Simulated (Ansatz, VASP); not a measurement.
## One calculation of BN, two programs

```
N B
1.0
     0.00000    1.77674    1.81300
     1.77674    0.00000    1.81300
     1.77674    1.77674    0.00000
N B
1 1
Direct
  0.25000 0.25000 0.25000
  0.00000 0.00000 0.00000
```

Alike in both runs: task single point; functional PBEsol; k mesh 11 × 11 × 11; occupations fermi-dirac, width 0.05 eV; no spin polarisation.

|  | VASP | Ansatz |
| --- | --- | --- |
| version | VASP 6.6.1 | Ansatz 0.2.0 |
| potentials or method | VASP PAW PBE potentials, release 64 (N, B) | Ansatz PAW |
| plane-wave cutoff (eV) | 600 | 420 |
| valence electrons in the cell | 8 | 8 |

Ansatz gave:

```
gap on the k mesh at the Fermi level (eV)                     : 4.24
least direct gap on the mesh (eV)                             : 8.80
pressure (GPa)                                                : 9.5
traceless stress, the component that is largest in VASP (GPa) : -8.65
```

Q: What did VASP give for the same quantities?

A: gap on the k mesh at the Fermi level (eV): 4.23; least direct gap on the mesh (eV): 8.79; pressure (GPa): 9.9; traceless stress, the component that is largest in VASP (GPa): -8.65.

VASP's potentials were made for PBE, not for PBEsol.

Noted on Ansatz's run: Pulay correction over one GPa; odd divisions of the mesh miss points on the zone boundary, where band edges often lie, so the gap on the mesh can be too wide.
